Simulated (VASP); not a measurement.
# Ge (Fd-3m) in VASP: further runs

The runs below take Ge through relaxation of cell and atoms, with PBEsol.

Everything below comes from runs of VASP 6.6.1. Logs are shortened: lines on timing, memory, paths and dates and some standing lists are left out, and cuts for length are marked.

## 1. The cell of the first run

Symmetry: Fd-3m, No. 227, cubic system. The conventional cell has a = 5.658 Å, b = 5.658 Å, c = 5.658 Å, α = 90.00°, β = 90.00°, γ = 90.00°. Ge (site symmetry -43m) has 4 Ge at 2.45 Å within 3.2 Å.

## 2. Relaxation of cell and atoms, PBEsol, target pressure 5 GPa, at which the enthalpy is minimised

INCAR reads:

```
SYSTEM = Ge
ALGO = Normal ; EDIFF = 1E-7
EDIFFG = -0.005 ; ENCUT = 600
GGA = PS ; IBRION = 2
ISIF = 3 ; ISMEAR = -1
LASPH = .TRUE. ; LCHARG = .FALSE.
LREAL = .FALSE. ; LWAVE = .FALSE.
NELM = 60 ; NSW = 80
PREC = Accurate ; PSTRESS = 50.0
SIGMA = 0.05
```

KPOINTS reads:

```
k-points
0
G
  8 8 8
  0 0 0
```

POSCAR reads:

```
Ge
1.0
    0.0000000000      2.8289100000      2.8289100000
    2.8289100000      0.0000000000      2.8289100000
    2.8289100000      2.8289100000      0.0000000000
Ge
2
Direct
    0.7500000000      0.7500000000      0.7500000000
    0.5000000000      0.5000000000      0.5000000000
```

Potentials or basis: VASP PAW PBE potentials, release 64 (Ge_d).

Started as:

```bash
cat potpaw_PBE.64/Ge_d/POTCAR > POTCAR
mpirun -np 1 vasp_std > vasp.out
```

OUTCAR:

```text
SYSTEM = Ge
   EDIFF = 1E-7
   EDIFFG = -0.005
   ENCUT = 600
   GGA = PS
   IBRION = 2
   ISIF = 3
   ISMEAR = -1
   LASPH = .TRUE.
   LREAL = .FALSE.
   NELM = 60
   NSW = 80
   PREC = Accurate
   PSTRESS = 50.0

 ion  position               nearest neighbor table
   1  0.750  0.750  0.750-   2 2.45   2 2.45   2 2.45   2 2.45
   2  0.500  0.500  0.500-   1 2.45   1 2.45   1 2.45   1 2.45

  LATTYP: Found a face centered cubic cell.
 ALAT       =     5.6578200000

  Lattice vectors:

 A1 = (   0.0000000000,   2.8289100000,   2.8289100000)
 A2 = (   2.8289100000,   0.0000000000,   2.8289100000)
 A3 = (   2.8289100000,   2.8289100000,   0.0000000000)

Analysis of symmetry for initial positions (statically):
=====================================================================
 Subroutine PRICEL returns:
 Original cell was already a primitive cell.

 Routine SETGRP: Setting up the symmetry group for a
 face centered cubic supercell.

 Subroutine GETGRP returns: Found 48 space group operations
 (whereof 24 operations were pure point group operations)
 out of a pool of 48 trial point group operations.

The static configuration has the point symmetry T_d .
 The point group associated with its full space group is O_h .

Analysis of symmetry for dynamics (positions and initial velocities):
=====================================================================
 Subroutine PRICEL returns:
 Original cell was already a primitive cell.

 Routine SETGRP: Setting up the symmetry group for a
 face centered cubic supercell.

 Subroutine GETGRP returns: Found 48 space group operations
 (whereof 24 operations were pure point group operations)
 out of a pool of 48 trial point group operations.

The dynamic configuration has the point symmetry T_d .
 The point group associated with its full space group is O_h .

 Subroutine INISYM returns: Found 48 space group operations
 (whereof 24 operations are pure point group operations),
 and found     1 'primitive' translations

----------------------------------------------------------------------------------------

                                     Primitive cell

  volume of cell :      45.2780

  direct lattice vectors                    reciprocal lattice vectors
     0.000000000  2.828910000  2.828910000    -0.176746521  0.176746521  0.176746521
     2.828910000  0.000000000  2.828910000     0.176746521 -0.176746521  0.176746521
     2.828910000  2.828910000  0.000000000     0.176746521  0.176746521 -0.176746521

  length of vectors
     4.000682889  4.000682889  4.000682889     0.306133954  0.306133954  0.306133954

  position of ions in fractional coordinates (direct lattice)
     0.750000000  0.750000000  0.750000000
     0.500000000  0.500000000  0.500000000

  ion indices of the primitive-cell ions
   primitive index   ion index
                 1           1
                 2           2

----------------------------------------------------------------------------------------

 KPOINTS: k-points

Automatic generation of k-mesh.
 Grid dimensions read from file:
 generate k-points for:    8    8    8

 Generating k-lattice:

  Cartesian coordinates                     Fractional coordinates (reciprocal lattice)
    -0.022093315  0.022093315  0.022093315     0.125000000  0.000000000  0.000000000
     0.022093315 -0.022093315  0.022093315     0.000000000  0.125000000  0.000000000
     0.022093315  0.022093315 -0.022093315     0.000000000  0.000000000  0.125000000

  Length of vectors
     0.038266744  0.038266744  0.038266744

  Shift w.r.t. Gamma in fractional coordinates (k-lattice)
     0.000000000  0.000000000  0.000000000

 Subroutine IBZKPT returns following result:
 ===========================================

 Found     29 irreducible k-points:

 Following reciprocal coordinates:
            Coordinates               Weight
  0.000000  0.000000  0.000000      1.000000
  0.125000  0.000000  0.000000      8.000000
  0.250000  0.000000  0.000000      8.000000
  0.375000  0.000000  0.000000      8.000000
  0.500000  0.000000  0.000000      4.000000
  0.125000  0.125000  0.000000      6.000000
[... 16 lines left out ...]
  0.500000  0.250000  0.125000     48.000000
 -0.375000  0.250000  0.125000     24.000000
 [... further k-points ...]
   k-points           NKPTS =     29   k-points in BZ     NKDIM =     29   number of bands    NBANDS=     18
   number of dos      NEDOS =    301   number of ions     NIONS =      2
   total plane-waves  NPLWV =  32768
   dimension x,y,z NGX =    32 NGY =   32 NGZ =   32
   dimension x,y,z NGXF=    64 NGYF=   64 NGZF=   64
   ions per type =               2
   NGX,Y,Z   is equivalent  to a cutoff of  13.30, 13.30, 13.30 a.u.
   NGXF,Y,Z  is equivalent  to a cutoff of  26.59, 26.59, 26.59 a.u.
 SYSTEM =  Ge
   PREC   = accura    normal or accurate (medium, high low for compatibility)
   ISTART =      0    job   : 0-new  1-cont  2-samecut
   ICHARG =      2    charge: 1-file 2-atom 10-const
   ISPIN  =      1    spin polarized calculation?
   LNONCOLLINEAR =      F non collinear calculations
   LSORBIT =      F    spin-orbit coupling
   LASPH  =      T    aspherical Exc in radial PAW
   ENCUT  =  600.0 eV  44.10 Ry    6.64 a.u.   7.99  7.99  7.99*2*pi/ulx,y,z
   NELM   =     60;   NELMIN=  2; NELMDL= -5     # of ELM steps
   EDIFF  = 0.1E-06   stopping-criterion for ELM
   LREAL  =      F    real-space projection
   EDIFFG = -.5E-02   stopping-criterion for IOM
   NSW    =     80    number of steps for IOM
   IBRION =      2    ionic relax: 0-MD 1-quasi-New 2-CG
   NFREE  =      1    steps in history (QN), initial steepest desc. (CG)
   ISIF   =      3    stress and relaxation
   ISYM   =      2    0-nonsym 1-usesym 2-fastsym
   POTIM  = 0.5000    time-step for ionic-motion
   TEBEG  =    0.0;   TEEND  =   0.0 temperature during run
   PSTRESS=   50.0 pullay stress
   NELECT =      28.0000    total number of electrons
   NUPDOWN=      -1.0000    fix difference up-down
   EMIN   =  10.00;   EMAX   =-10.00  energy-range for DOS
   EFERMI =   0.00;   METHOD = LEGACY
   ISMEAR =    -1;   SIGMA  =   0.05  broadening in eV -4-tet -1-fermi 0-gaus
   EFERMI_NEDOS =   21; number of points for ismear=-14 and -15
   IALGO  =     38    algorithm
   IMIX   =      4    mixing-type and parameters
     AMIX     =   0.40;   BMIX     =  1.00
     AMIX_MAG =   1.60;   BMIX_MAG =  1.00
  volume/ion in A,a.u.               =      22.64       152.78
  Fermi-wavevector in a.u.,A,eV,Ry     =   1.394756  2.635708 26.468033  1.945346
  Thomas-Fermi vector in A             =   2.518275
   LORBIT       =      0    0 simple, 1 ext, 2 COOP (PROOUT), +10 PAW based schemes
   GGA     = PS    functional components
   LHFCALC =     F    Hartree Fock is set to
   AEXX    =    0.0000 exact exchange contribution
   IVDW    =     0    specifies the selected vdW correction
   LEPSILON=     F    determine dielectric tensor
   LRPA    =     F    only Hartree local field effects (RPA)
 conjugate gradient relaxation of ions
 non-spin polarized calculation
  energy-cutoff  :      600.00
  volume of cell :       45.28
 maximum number of plane-waves:      1540
   NGX = 15   NGY = 15   NGZ = 15

--------------------------------------- Ionic step        1  -------------------------------------------

 number of electron      28.0000013 magnetization

 Free energy of the ion-electron system (eV)
  ---------------------------------------------------
  ext. energy  EPLUGINS =         0.00000000
  ---------------------------------------------------
  free energy    TOTEN  =        -9.86298302 eV

  energy without entropy =       -9.86206477  energy(sigma->0) =       -9.86252389

------------------------ aborting loop because EDIFF is reached ----------------------------------------

  FORCE on cell =-STRESS in cart. coord.  units (eV):
  Direction    XX          YY          ZZ          XY          YZ          ZX
  --------------------------------------------------------------------------------------
  -------------------------------------------------------------------------------------
  Total        0.1619507      0.1619507      0.1619507     -0.0000000     -0.0000000      0.0000000
  in kB        5.7306793      5.7306793      5.7306793     -0.0000000     -0.0000000      0.0000000
  external PRESSURE =     -44.2693207 kB  Pullay stress =      50.0000000 kB
[... 61 lines left out ...]
  enthalpy is  TOTEN    =        -8.4696062061 eV   P V=        1.2889135839

--------------------------------------- Ionic step        3  -------------------------------------------

 number of electron      27.9999978 magnetization

 Free energy of the ion-electron system (eV)
  ---------------------------------------------------
  ext. energy  EPLUGINS =         0.00000000
  ---------------------------------------------------
  free energy    TOTEN  =        -9.82216267 eV

  energy without entropy =       -9.82184166  energy(sigma->0) =       -9.82200217

 E-fermi :   5.5585     XC(G=0): -10.3949

 val. band max:        5.4235273922   @ k =   0.0000   0.0000   0.0000
 cond. band min:       5.7221146015   @ k =   0.5000   0.0000   0.0000
 fundamental gap:      0.2985872093
 Fermi energy:         5.5585460652

 k-point     1 :       0.0000    0.0000    0.0000
  band No.  band energies     occupation
      1     -19.4278      2.00000
      2     -19.4278      2.00000
      3     -19.4278      2.00000
      4     -19.3867      2.00000
      5     -19.3867      2.00000
      6     -19.1422      2.00000
[... 10 lines left out ...]
     17       7.9759      0.00000
     18       7.9759      0.00000
[... 466 lines left out ...]
      2     -19.4671      2.00000
      3     -19.3726      2.00000
      4     -19.3142      2.00000
      5     -19.2976      2.00000
      6     -19.2344      2.00000
[... 10 lines left out ...]
     17      11.4049      0.00000
     18      12.5848      0.00000

 [... further k-points ...]

------------------------ aborting loop because EDIFF is reached ----------------------------------------

  FORCE on cell =-STRESS in cart. coord.  units (eV):
  Direction    XX          YY          ZZ          XY          YZ          ZX
  --------------------------------------------------------------------------------------
  -------------------------------------------------------------------------------------
  Total        1.3393159      1.3393159      1.3393159     -0.0000000     -0.0000000     -0.0000000
  in kB       50.1121842     50.1121842     50.1121842     -0.0000000     -0.0000000     -0.0000000
  external PRESSURE =       0.1121842 kB  Pullay stress =      50.0000000 kB
[... 17 lines left out ...]
  FREE ENERGIE OF THE ION-ELECTRON SYSTEM (eV)
  ---------------------------------------------------
  free  energy   TOTEN  =        -9.8221626738 eV

  energy  without entropy=       -9.8218416633  energy(sigma->0) =       -9.82200217

  enthalpy is  TOTEN    =        -8.4858450165 eV   P V=        1.3363176573

 reached required accuracy - stopping structural energy minimisation
```

Wall time 49 s (1 thread of Intel Xeon 6975P-C (Granite Rapids), shared host); peak memory 0.18 GiB.

Results:

```yaml
Free_energy: -9.8222 eV
Relaxed_volume: 21.41 Å³/atom
Relaxed_cell: a = 3.927 Å, b = 3.927 Å, c = 3.927 Å, α = 60.00°, β = 60.00°, γ = 60.00°
Space_group_after_relaxing_to_0.05_Å: Fd-3m (No. 227)
Energy_change_on_relaxing_the_enthalpy_is_what_falls: +20.4 meV/atom
Ionic_steps: 3
Pressure_after_relaxing: 5.0 GPa
Band_gap_on_the_k_mesh: 0.30 eV, indirect (least direct gap 0.51 eV)
```

The path:
| step | energy change (eV) | largest force (eV/Å) | pressure (GPa) | volume (Å³) |
| --- | --- | --- | --- | --- |
| 1 | 0.0000 | 0.0000 | 0.57 | 45.28 |
| 2 | 0.1045 | 0.0000 | 8.63 | 41.30 |
| 3 | 0.0408 | 0.0000 | 5.01 | 42.82 |

Final structure:
```xyz
2
Lattice="0.0000 2.7768 2.7768 2.7768 0.0000 2.7768 2.7768 2.7768 0.0000" Properties=species:S:1:pos:R:3 pbc="T T T"
Ge    4.1652    4.1652    4.1652
Ge    2.7768    2.7768    2.7768
```

Levels at points of the mesh, in eV from the valence-band top:
```
           k point  band 10  band 11  band 12  band 13  band 14  band 15  band 16  band 17  band 18
(0.00, 0.00, 0.00)   -24.55   -13.24     0.00     0.00     0.00     0.51     2.55     2.55     2.55
(0.50, 0.00, 0.00)   -24.52   -11.00    -7.90    -1.50    -1.50     0.30     3.74     3.74     6.98
(0.50, 0.50, 0.00)   -24.50    -9.12    -9.12    -3.29    -3.29     0.59     0.59     9.96     9.96
```

Caveat: the cell is relaxed towards a set pressure, so the enthalpy falls and the energy may rise; the PAW data sets were made with another functional, which shifts forces and pressure a little. A k mesh can miss the band edges.

(Part 1 of 2 ends here.)
